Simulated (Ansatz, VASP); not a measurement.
LiH in VASP and in Ansatz

INCAR

```
SYSTEM = LiH
  PREC = Accurate
  ENCUT = 520
  EDIFF = 1E-6
  ISMEAR = 0
  SIGMA = 0.01
  LREAL = .FALSE.
  LASPH = .TRUE.
  NELM = 80
  ALGO = Normal
  ISIF = 2
  LWAVE = .FALSE.
  LCHARG = .FALSE.
  GGA = PS
  NBANDS = 9
```

File KPOINTS:

```
regular mesh
0
G
  10 10 10
  0 0 0
```

Contents of POSCAR:

```
LiH
1.0
    0.0000000000      1.9903685597      1.9804167169
    1.9903685597      0.0000000000      1.9804167169
    1.9903685597      1.9903685597      0.0000000000
Li H
1 1
Direct
    0.0000000000      0.0000000000      0.0000000000
    0.5000000000      0.5000000000      0.5000000000
```

Input for Ansatz:

```yaml
crystal:
  lattice:
    - [0.0, 1.99036855974, 1.98041671694]
    - [1.99036855974, 0.0, 1.98041671694]
    - [1.99036855974, 1.99036855974, 0.0]
  atoms:
    - { symbol: Li, position: [0.0, 0.0, 0.0] }
    - { symbol: H, position: [0.5, 0.5, 0.5] }
kpoints:
  mp_grid: { grid: [10, 10, 10] }
scf:
  occupations: { method: fixed }
  convergence: { dr2_threshold: 1.0e-10 }
hamiltonian:
  xc: pbesol
  pseudopotentials: { kind: all_electron, lapw: { basis_error: 0.0005 } }
output:
  forces: true
  stress: true
  eigenstates:
    kpoints:
      - [0.0, 0.0, 0.0]
      - [0.0, -0.5, -0.5]
      - [-0.5, 0.0, -0.5]
      - [-0.5, -0.5, 0.0]
      - [-0.5, 0.0, 0.0]
      - [0.0, -0.5, 0.0]
      - [0.0, 0.0, -0.5]
      - [-0.5, -0.5, -0.5]
  eigenvalues: true
```

Change from the starting cell: z stretched by -0.5 %, x and y held.

Alike in both runs: task single point; functional PBEsol; k mesh 10 × 10 × 10; no spin polarisation.

|  | VASP | Ansatz |
| --- | --- | --- |
| version | VASP 6.6.1 | Ansatz 0.2.0 |
| potentials or method | VASP PAW PBE potentials, release 64 (Li_sv, H), cutoff 520 eV | all-electron LAPW, scalar-relativistic |
| occupations | gaussian, width 0.01 eV | fixed |

```csv
,VASP,Ansatz,Ansatz less VASP
gap on the k mesh at the Fermi level (eV),2.68,2.68,+0.002
```

VASP's potentials were made for PBE, not for PBEsol. Ansatz ran all-electron here, and VASP with PAW potentials.

Noted on VASP's run: the cutoff is short for stress, so the pressure is rough.
